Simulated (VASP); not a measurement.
# BeCd2Te3 (P4/mmm) in VASP: notebook, part 3 of 3

VASP 6.6.1. The steps go on from the part before.

## Step 5: Single point, PBE

This run uses another cell than the first one, of 24.61 Å³/atom.

File INCAR:

```
SYSTEM = BeCd2Te3
ALGO = Normal ; EDIFF = 1E-6
ENCUT = 600 ; GGA = PE
GGA_COMPAT = .False. ; ISIF = 2
ISMEAR = 0 ; LASPH = .True.
LCHARG = .False. ; LREAL = .False.
LWAVE = .False. ; NBANDS = 31
NELM = 120 ; PREC = Accurate
SIGMA = 0.1
```

File KPOINTS:

```
k-points
0
Gamma
  10 10 4
  0 0 0
```

File POSCAR:

```
BeCd2Te3
1.0
    3.5154534268      0.0000000000      0.0000000000
    0.0000000000      3.5154534268      0.0000000000
    0.0000000000      0.0000000000     11.9479451643
Be Cd Te
1 2 3
Direct
    0.0000000000      0.0000000000      0.0000000000
    0.0000000000      0.0000000000      0.3191651590
    0.0000000000      0.0000000000      0.6808348410
    0.5000000000      0.5000000000      0.1308913266
    0.5000000000      0.5000000000      0.5000000000
    0.5000000000      0.5000000000      0.8691086734
```

The run is started by

```bash
$ cat potpaw_PBE.64/Be/POTCAR potpaw_PBE.64/Cd/POTCAR potpaw_PBE.64/Te/POTCAR > POTCAR
$ mpirun -np 1 vasp_std > vasp.out
```

Run time: 8.9 min. Hardware: 1 thread of Intel Xeon 8259CL, shared host; peak memory 0.48 GiB.

The run converged. Its results:

```
Free energy            : -12.7682 eV
Pressure               : 0.0 GPa
Largest force          : 0.015 eV/Å
Band gap on the k mesh : zero (bands 22 and 23 overlap by 1.99 eV)
```

Forces in eV/Å, atoms in the order of the input:
```
Be   0.000  0.000  0.000
Cd   0.000  0.000 -0.001
Cd   0.000  0.000  0.001
Te   0.000  0.000 -0.015
Te   0.000  0.000  0.000
Te   0.000  0.000  0.015
```

Levels at points of the mesh, in eV from the Fermi level:
| k point | band 19 | band 20 | band 21 | band 22 | band 23 | band 24 | band 25 | band 26 |
| --- | --- | --- | --- | --- | --- | --- | --- | --- |
| (0.00, 0.00, 0.00) | -1.08 | 0.25 | 0.25 | 0.46 | 0.46 | 1.62 | 2.01 | 4.39 |
| (0.50, 0.00, 0.00) | -1.59 | -1.15 | -0.04 | 0.50 | 1.25 | 1.47 | 1.94 | 3.10 |
| (0.50, 0.50, 0.00) | -3.46 | -2.75 | -1.81 | -1.14 | -0.57 | -0.54 | 0.85 | 1.42 |
| (0.00, 0.00, 0.50) | 0.07 | 0.07 | 0.54 | 0.61 | 0.64 | 0.64 | 2.71 | 3.20 |
| (0.50, 0.00, 0.50) | -2.35 | -1.28 | 0.32 | 0.50 | 1.22 | 1.25 | 1.47 | 3.53 |
| (0.50, 0.50, 0.50) | -3.07 | -2.78 | -1.78 | -0.99 | -0.98 | 0.48 | 0.54 | 0.54 |

Caveat: spin-orbit coupling is left out, which moves the levels of the heavy elements.

## Step 6: Relaxation of cell and atoms, PBE

This run uses another cell than the first one, of 24.89 Å³/atom.

File INCAR:

```
  PREC = Accurate
  ENCUT = 600
  EDIFF = 1E-7
  ISMEAR = 0
  SIGMA = 0.1
  LREAL = F
  LASPH = T
  NELM = 120
  ALGO = Normal
  ISIF = 3
  LWAVE = F
  LCHARG = F
  GGA = PE
  IBRION = 2
  NSW = 90
  EDIFFG = -0.04
  GGA_COMPAT = F
  NELMIN = 4
```

File KPOINTS:

```
Automatic mesh
0
Gamma
  6 6 2
```

File POSCAR:

```
BeCd2Te3
1.0
    3.6827293100      0.0000000000      0.0000000000
    0.0000000000      3.6827293100      0.0000000000
    0.0000000000      0.0000000000     11.0102861500
Be Cd Te
1 2 3
Direct
    0.0000000000      0.0000000000      0.0000000000
    0.0000000000      0.0000000000      0.3342649900
    0.0000000000      0.0000000000      0.6657350100
    0.5000000000      0.5000000000      0.1837450000
    0.5000000000      0.5000000000      0.5000000000
    0.5000000000      0.5000000000      0.8162550000
```

Potentials or basis: VASP PAW PBE potentials, release 64 (Be, Cd, Te).

The run is started by

```bash
$ cat potpaw_PBE.64/Be/POTCAR potpaw_PBE.64/Cd/POTCAR potpaw_PBE.64/Te/POTCAR > POTCAR
$ mpirun -np 1 vasp_std > vasp.out
```

It took 68 min on 1 thread of Intel Xeon 8259CL, shared host; peak memory 0.36 GiB.

It converged, with:

* Free energy: -12.8122 eV
* Relaxed volume: 24.57 Å³/atom
* Relaxed cell: a = 3.670 Å, b = 3.670 Å, c = 10.944 Å, α = 90.00°, β = 90.00°, γ = 90.00°
* Space group after relaxing (to 0.1 Å): P4/mmm (No. 123)
* Energy gained by relaxing: 137.3 meV/atom
* Ionic steps: 36
* Pressure after relaxing: -0.1 GPa
* Largest force after relaxing: 0.026 eV/Å
* Band gap on the k mesh: zero (bands 22 and 23 overlap by 1.76 eV)

Forces on the atoms (eV/Å):
```
Be   0.000  0.000  0.000
Cd   0.000  0.000  0.026
Cd   0.000  0.000 -0.026
Te   0.000  0.000  0.019
Te   0.000  0.000  0.000
Te   0.000  0.000 -0.019
```

Step by step:
```tsv
step	energy change (eV)	largest force (eV/Å)	pressure (GPa)	volume (Å³)
1	0.0000	1.4204	1.64	149.33
2	-0.1963	1.0988	-0.90	154.90
3	-0.2710	0.8105	-3.18	161.76
4	-0.4124	0.7636	-2.88	159.16
5	-0.7371	0.4976	-1.26	151.47
6	1.7196	11.1759	14.53	136.63
7	-0.7355	0.5309	-1.04	150.74
8	-0.6358	1.5011	2.84	143.60
9	-0.7793	0.3033	-0.34	148.90
10	-0.7928	0.0934	0.42	147.25
11	-0.7928	0.0996	0.28	147.54
12	-0.7953	0.0766	0.10	148.14
13	-0.7959	0.0595	-0.03	148.60
14	-0.7967	0.0568	-0.06	148.59
15	-0.7989	0.0496	-0.13	148.55
16	-0.8019	0.0393	-0.26	148.45
17	-0.8096	0.1309	-0.41	148.20
18	-0.7792	0.2656	-0.20	147.47
19	-0.8047	0.2362	-0.41	147.97
20	-0.8094	0.1374	-0.42	148.17
21	-0.8095	0.1689	-0.43	148.09
22	-0.8096	0.1461	-0.42	148.14
23	-0.8100	0.1488	-0.40	148.07
24	-0.8110	0.1629	-0.34	147.85
25	-0.8100	0.2033	-0.21	147.40
26	-0.8112	0.1735	-0.31	147.73
27	-0.8117	0.1673	-0.28	147.64
28	-0.8133	0.1486	-0.19	147.38
29	-0.8156	0.1097	0.01	146.85
30	-0.8170	0.0811	0.41	145.81
31	-0.8183	0.0738	0.39	145.90
32	-0.8213	0.0523	0.31	146.19
33	-0.8228	0.1000	0.20	146.76
34	-0.8230	0.0845	0.22	146.65
35	-0.8239	0.0422	0.03	147.13
36	-0.8240	0.0263	-0.07	147.40
```

Final structure:
```xyz
6
Lattice="3.6699 0.0000 0.0000 0.0000 3.6699 0.0000 0.0000 0.0000 10.9440" Properties=species:S:1:pos:R:3 pbc="T T T"
Be    0.0000    0.0000    0.0000
Cd    0.0000    0.0000    3.5725
Cd    0.0000    0.0000    7.3715
Te    1.8350    1.8350    1.5119
Te    1.8350    1.8350    5.4720
Te    1.8350    1.8350    9.4321
```

Levels at points of the mesh, in eV from the Fermi level:
| k point | band 20 | band 21 | band 22 | band 23 | band 24 | band 25 |
| --- | --- | --- | --- | --- | --- | --- |
| (0.00, 0.00, 0.00) | -0.26 | -0.26 | 0.08 | 0.08 | 0.99 | 1.59 |
| (0.50, 0.00, 0.00) | -0.63 | -0.16 | 0.66 | 0.77 | 0.96 | 2.51 |
| (0.50, 0.50, 0.00) | -3.01 | -2.22 | -1.44 | -1.09 | -0.99 | 1.35 |
| (0.00, 0.00, 0.50) | -0.57 | 0.15 | 0.40 | 0.40 | 0.82 | 2.59 |
| (0.50, 0.00, 0.50) | -0.82 | -0.16 | 0.65 | 0.98 | 1.32 | 1.98 |
| (0.50, 0.50, 0.50) | -2.66 | -2.11 | -1.70 | -0.90 | 0.32 | 0.42 |

Caveat: spin-orbit coupling is left out, which moves the levels of the heavy elements.

## Step 7: Summary

| task | cell | k mesh | gap on the mesh (eV) | pressure (GPa) | relaxed volume (Å³/atom) | largest force (eV/Å) |
| --- | --- | --- | --- | --- | --- | --- |
| relaxation of cell and atoms | relaxed from a = 3.669, b = 3.669, c = 10.924 Å, 6 atoms, atomic positions A | 10 × 10 × 4 | none | 0.0 | 24.63 | - |
| single point | a = 3.669, b = 3.669, c = 10.924 Å, 6 atoms, atomic positions A | 6 × 6 × 2 | none | 0.1 | - | 0.02 |
| single point | a = 3.683, b = 3.683, c = 11.010 Å, 6 atoms, atomic positions B | 6 × 6 × 2 | none | 1.6 | - | 1.42 |
| single point | a = 3.515, b = 3.515, c = 11.948 Å, 6 atoms, atomic positions C | 10 × 10 × 4 | none | 0.0 | - | 0.01 |
| relaxation of cell and atoms | relaxed from a = 3.683, b = 3.683, c = 11.010 Å, 6 atoms, atomic positions B | 6 × 6 × 2 | none | -0.1 | 24.57 | 0.03 |

Alike in all rows: level PBE; potentials or basis VASP PAW PBE potentials, release 64 (Be, Cd, Te); no spin polarisation; cutoff (eV) 600; smearing gaussian 0.1 eV.

Caveats: spin-orbit coupling is left out, which moves the levels of the heavy elements; forces of over 1 eV/Å act on the atoms, so gaps and moduli don't describe the material at rest (at least some runs).

Total energies depend on the potentials used, so only differences within one code and one set of settings carry meaning.
